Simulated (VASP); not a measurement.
# MnSb (P6_3/mmc) in VASP: settings compared, part 2 of 2

VASP 6.6.1. The steps go on from the part before.

## 4. Single point, PBEsol, collinear spin, ferromagnetic start

This run uses another cell than the first one, of 21.55 Å³/atom, 1.010 times its volume.

Contents of INCAR:

```
ALGO     = Normal         # electronic algorithm
EDIFF    = 1E-6           # SCF threshold, eV
ENCUT    = 520            # plane-wave cutoff, eV
GGA      = PS             # functional
ISIF     = 2              # what is computed and relaxed
ISMEAR   = -1             # smearing method
ISPIN    = 2              # spin polarisation
LASPH    = T              # aspherical terms in the spheres
LCHARG   = F              # write CHGCAR
LMAXMIX  = 4              # l up to which the mixer works
LORBIT   = 11             # projections on sites
LREAL    = F              # projectors in reciprocal space
LWAVE    = F              # write WAVECAR
MAGMOM   = 0 0 6 6        # initial moments
NBANDS   = 30             # bands
NELM     = 150            # most SCF steps
NUPDOWN  = 12.0           # fixed moment
PREC     = Accurate       # precision mode
SIGMA    = 0.05           # smearing width, eV
```

Contents of KPOINTS:

```
k-points
0
Gamma
  6 6 4
```

Contents of POSCAR:

```
MnSb
1.0
    4.1500000000      0.0000000000      0.0000000000
   -2.0750000000      3.5940054257      0.0000000000
    0.0000000000      0.0000000000      5.7800000000
Sb Mn
2 2
Direct
    0.6666666667      0.3333333333      0.7500000000
    0.3333333333      0.6666666667      0.2500000000
    0.0000000000      0.0000000000      0.5000000000
    0.0000000000      0.0000000000      0.0000000000
```

Potentials or basis: VASP PAW PBE potentials, release 64 (Sb, Mn_pv).

Started as:

```console
$ cat potpaw_PBE.64/Sb/POTCAR potpaw_PBE.64/Mn_pv/POTCAR > POTCAR
$ mpirun -np 1 vasp_std > vasp.out
```

OUTCAR:

```text
EDIFF = 1E-6
   ENCUT = 520
   GGA = PS
   ISIF = 2
   ISMEAR = -1
   ISPIN = 2
   LASPH = T
   LORBIT = 11
   LREAL = F
   NELM = 150
   NUPDOWN = 12.0
   PREC = Accurate

 ion  position               nearest neighbor table
   1  0.667  0.333  0.750-   3 2.80   4 2.80   3 2.80   4 2.80   3 2.80   4 2.80   2 3.75   2 3.75
                             2 3.75   2 3.75   2 3.75   2 3.75
   2  0.333  0.667  0.250-   3 2.80   4 2.80   3 2.80   4 2.80   3 2.80   4 2.80   1 3.75   1 3.75
                             1 3.75   1 3.75   1 3.75   1 3.75
   3  0.000  0.000  0.500-   1 2.80   2 2.80   2 2.80   1 2.80   1 2.80   2 2.80   4 2.89   4 2.89

   4  0.000  0.000  0.000-   1 2.80   2 2.80   2 2.80   1 2.80   1 2.80   2 2.80   3 2.89   3 2.89

  LATTYP: Found a hexagonal cell.
 ALAT       =     4.1500000000
 C/A-ratio  =     1.3927710843

  Lattice vectors:

 A1 = (   4.1500000000,   0.0000000000,   0.0000000000)
 A2 = (  -2.0750000000,   3.5940054257,   0.0000000000)
 A3 = (   0.0000000000,   0.0000000000,   5.7800000000)

Analysis of symmetry for initial positions (statically):
=====================================================================
 Subroutine PRICEL returns:
 Original cell was already a primitive cell.

 Routine SETGRP: Setting up the symmetry group for a
 hexagonal supercell.

 Subroutine GETGRP returns: Found 24 space group operations
 (whereof 12 operations were pure point group operations)
 out of a pool of 24 trial point group operations.

The static configuration has the point symmetry D_3d.
 The point group associated with its full space group is D_6h.

Analysis of symmetry for dynamics (positions and initial velocities):
=====================================================================
 Subroutine PRICEL returns:
 Original cell was already a primitive cell.

 Routine SETGRP: Setting up the symmetry group for a
 hexagonal supercell.

 Subroutine GETGRP returns: Found 24 space group operations
[... 165 lines left out ...]
  energy without entropy =      -22.77773683  energy(sigma->0) =      -22.78842477

 E-fermi :   6.0829     XC(G=0): -10.6934

 val. band max:        9.8601857533   @ k =   0.3333   0.1667   0.0000
 cond. band min:       6.1425016892   @ k =   0.1667   0.0000   0.0000
 fundamental gap:     -3.7176840641
 Fermi energy:         9.9632788763

 spin component 1

 k-point     1 :       0.0000    0.0000    0.0000
  band No.  band energies     occupation
      1     -43.0638      1.00000
      2     -43.0445      1.00000
      3     -43.0445      1.00000
      4     -43.0370      1.00000
      5     -43.0370      1.00000
      6     -42.9825      1.00000
[... 682 lines left out ...]
     29      14.7257      0.00000
     30      14.7257      0.00000
 Fermi energy:         6.0829340293

 spin component 2

 k-point     1 :       0.0000    0.0000    0.0000
  band No.  band energies     occupation
      1     -38.5285      1.00000
      2     -38.4729      1.00000
      3     -38.4728      1.00000
      4     -38.4636      1.00000
      5     -38.4636      1.00000
      6     -38.4335      1.00000
[... 682 lines left out ...]
     29      16.2040      0.00000
     30      16.2040      0.00000

------------------------ aborting loop because EDIFF is reached ----------------------------------------

  FORCE on cell =-STRESS in cart. coord.  units (eV):
  Direction    XX          YY          ZZ          XY          YZ          ZX
  --------------------------------------------------------------------------------------
  -------------------------------------------------------------------------------------
  Total        8.7983444      8.7983444      9.6092141      0.0000000      0.0000000     -0.0000000
  in kB      163.5147274    163.5147274    178.5845112      0.0000000      0.0000000     -0.0000000
  external PRESSURE =     168.5379886 kB  Pullay stress =       0.0000000 kB

 VOLUME and BASIS-vectors are now :
 -----------------------------------------------------------------------------
  energy-cutoff  :      520.00
  volume of cell :       86.21
      direct lattice vectors                 reciprocal lattice vectors
     4.150000000  0.000000000  0.000000000     0.240963855  0.139120547  0.000000000
    -2.075000000  3.594005426  0.000000000     0.000000000  0.278241094  0.000000000
     0.000000000  0.000000000  5.780000000     0.000000000  0.000000000  0.173010381

 POSITION                                       TOTAL-FORCE (eV/Angst)
 -----------------------------------------------------------------------------------
      2.07500      1.19800      4.33500         0.000000      0.000000      0.000000
     -0.00000      2.39600      1.44500        -0.000000     -0.000000      0.000000
      0.00000      0.00000      2.89000        -0.000000     -0.000000      0.000000
      0.00000      0.00000      0.00000        -0.000000     -0.000000      0.000000
 -----------------------------------------------------------------------------------
    total drift:                               -0.000000      0.000000      0.000000

  FREE ENERGIE OF THE ION-ELECTRON SYSTEM (eV)
  ---------------------------------------------------
  free  energy   TOTEN  =       -22.7991127049 eV

  energy  without entropy=      -22.7777368339  energy(sigma->0) =      -22.78842477

 total charge

# of ion       s       p       d       tot
------------------------------------------
    1        1.167   1.321   0.042   2.530
    2        1.167   1.321   0.042   2.530
    3        0.315   6.251   4.878  11.444
    4        0.315   6.251   4.878  11.444
--------------------------------------------------
tot          2.965  15.144   9.841  27.949

 magnetization (x)

# of ion       s       p       d       tot
------------------------------------------
    1        0.061   0.415   0.028   0.504
    2        0.061   0.415   0.028   0.504
    3        0.080   0.117   4.255   4.452
    4        0.080   0.117   4.255   4.452
--------------------------------------------------
tot          0.282   1.064   8.567   9.912
```

Run time: 95 s. Hardware: 1 thread of Oxide Virtual Turin-like, shared host; peak memory 0.25 GiB.

Results:

```
Free energy                                           : -22.7991 eV
Pressure                                              : 16.9 GPa
Net moment                                            : 12.00 μB per cell
Site moments                                          : Sb +0.50; Mn +4.45 μB
Valence electrons inside the program's atomic spheres : Sb 2.53; Mn 11.44
```

Caveat: the PAW data sets were made with another functional, which shifts forces and pressure a little; spin-orbit coupling is left out, which moves the levels of the heavy elements; the total moment is fixed, so each spin has its own Fermi level; only a ferromagnetic start was run, and an antiferromagnetic order may lie lower in energy.

## 5. Single point, PBEsol, collinear spin, ferromagnetic start

This run uses another cell than the first one, of 21.55 Å³/atom, 1.010 times its volume.

Contents of INCAR:

```
SYSTEM = MnSb
  ALGO = Normal
  EDIFF = 1E-7
  ENCUT = 520
  GGA = PS
  ISIF = 2
  ISMEAR = -1
  ISPIN = 2
  LASPH = .True.
  LCHARG = .False.
  LMAXMIX = 4
  LORBIT = 11
  LREAL = .False.
  LWAVE = .False.
  MAGMOM = 0 0 8 8
  NBANDS = 30
  NELM = 150
  NUPDOWN = 16.0
  PREC = Accurate
  SIGMA = 0.05
```

Contents of KPOINTS:

```
k-points
0
Gamma
  6 6 4
  0 0 0
```

POSCAR is that of step 4.

Started as:

```console
$ cat potpaw_PBE.64/Sb/POTCAR potpaw_PBE.64/Mn_pv/POTCAR > POTCAR
$ mpirun -np 1 vasp_std > vasp.out
```

Wall time 2.8 min (1 thread of Oxide Virtual Turin-like, shared host); peak memory 0.25 GiB.

The run converged. Its results:

| Item | Value |
| --- | --- |
| Free energy | -11.9978 eV |
| Pressure | 39.8 GPa |
| Net moment | 16.00 μB per cell |
| Site moments | Sb +0.95; Mn +4.99 μB |
| Valence electrons inside the program's atomic spheres | Sb 2.51; Mn 11.45 |

Stress tensor (GPa, compression positive):
```
39.54  0.00  0.00
 0.00 39.54  0.00
 0.00  0.00 40.17
```

Caveat: the PAW data sets were made with another functional, which shifts forces and pressure a little; spin-orbit coupling is left out, which moves the levels of the heavy elements; the total moment is fixed, so each spin has its own Fermi level; only a ferromagnetic start was run, and an antiferromagnetic order may lie lower in energy.

## 6. Single point, RPBE, collinear spin, ferromagnetic start

This run uses another cell than the first one, of 21.55 Å³/atom, 1.010 times its volume.

Contents of INCAR:

```
SYSTEM = MnSb
PREC     = Accurate       ! precision mode
ENCUT    = 520            ! plane-wave cutoff, eV
EDIFF    = 1E-6           ! SCF threshold, eV
ISMEAR   = -1             ! smearing method
SIGMA    = 0.05           ! smearing width, eV
LREAL    = .False.        ! projectors in reciprocal space
LASPH    = .True.         ! aspherical terms in the spheres
NELM     = 150            ! most SCF steps
ALGO     = Normal         ! electronic algorithm
ISIF     = 2              ! what is computed and relaxed
LWAVE    = .False.        ! write WAVECAR
LCHARG   = .False.        ! write CHGCAR
ISPIN    = 2              ! spin polarisation
MAGMOM   = 0 0 4 4        ! initial moments
LORBIT   = 11             ! projections on sites
LMAXMIX  = 4              ! l up to which the mixer works
GGA      = RP             ! functional
NBANDS   = 30             ! bands
```

Contents of KPOINTS:

```
Automatic mesh
0
Gamma
  7 7 5
  0 0 0
```

POSCAR is that of step 5.

Potentials or basis: VASP PAW PBE potentials, release 64 (Sb, Mn_pv).

Started as:

```console
$ cat potpaw_PBE.64/Sb/POTCAR potpaw_PBE.64/Mn_pv/POTCAR > POTCAR
$ mpirun -np 1 vasp_std > vasp.out
```

Wall time 3.1 min (1 thread of Oxide Virtual Turin-like, shared host); peak memory 0.26 GiB.

The run converged. Its results:

| Quantity | Value |
| --- | --- |
| Free energy | -24.8613 eV |
| Pressure | -0.5 GPa |
| Net moment | 6.80 μB per cell |
| Site moments | Sb -0.14; Mn +3.45 μB |
| Valence electrons inside the program's atomic spheres | Sb 2.44; Mn 11.50 |

Stress tensor (GPa, compression positive):
```
-0.19  0.00  0.00
 0.00 -0.19  0.00
 0.00  0.00 -1.10
```

Levels at points of the mesh, in eV from the Fermi level:
Spin up:
```csv
k point,band 18,band 19,band 20,band 21,band 22,band 23,band 24,band 25
"(0.00, 0.00, 0.00)",-1.97,-0.62,0.48,0.48,2.22,2.22,2.63,3.00
```
Spin down:
```tsv
k point	band 11	band 12	band 13	band 14	band 15	band 16	band 17	band 18	band 19	band 20
(0.00, 0.00, 0.00)	-2.44	-0.88	0.07	0.07	0.35	0.35	0.52	0.52	1.52	1.52
```

Caveat: the PAW data sets were made with another functional, which shifts forces and pressure a little; spin-orbit coupling is left out, which moves the levels of the heavy elements; only a ferromagnetic start was run, and an antiferromagnetic order may lie lower in energy.

## 7. Summary

| level | fixed moment (μB) | cell | k mesh | gap on the mesh (eV) | pressure (GPa) | moment (μB) |
| --- | --- | --- | --- | --- | --- | --- |
| RPBE | - | a = 4.159, b = 4.159, c = 5.698 Å, angles 90.0, 90.0, 120.0°, 4 atoms | 7 × 7 × 5 | none | -0.1 | 6.72 |
| revPBE | - | a = 4.150, b = 4.150, c = 5.780 Å, angles 90.0, 90.0, 120.0°, 4 atoms | 7 × 7 × 5 | none | -1.2 | 6.78 |
| PBEsol | 12.0 | a = 4.150, b = 4.150, c = 5.780 Å, angles 90.0, 90.0, 120.0°, 4 atoms | 6 × 6 × 4 | - | 16.9 | 12.00 |
| PBEsol | 16.0 | a = 4.150, b = 4.150, c = 5.780 Å, angles 90.0, 90.0, 120.0°, 4 atoms | 6 × 6 × 4 | - | 39.8 | 16.00 |
| RPBE | - | a = 4.150, b = 4.150, c = 5.780 Å, angles 90.0, 90.0, 120.0°, 4 atoms | 7 × 7 × 5 | none | -0.5 | 6.80 |

Alike in all rows: task single point; potentials or basis VASP PAW PBE potentials, release 64 (Sb, Mn_pv); spin collinear, ferromagnetic start; cutoff (eV) 520; smearing fermi-dirac 0.05 eV.

Caveats: the PAW data sets were made with another functional, which shifts forces and pressure a little; spin-orbit coupling is left out, which moves the levels of the heavy elements; only a ferromagnetic start was run, and an antiferromagnetic order may lie lower in energy; the total moment is fixed, so each spin has its own Fermi level (some runs).

Total energies depend on the potentials used, so only differences within one code and one set of settings carry meaning.
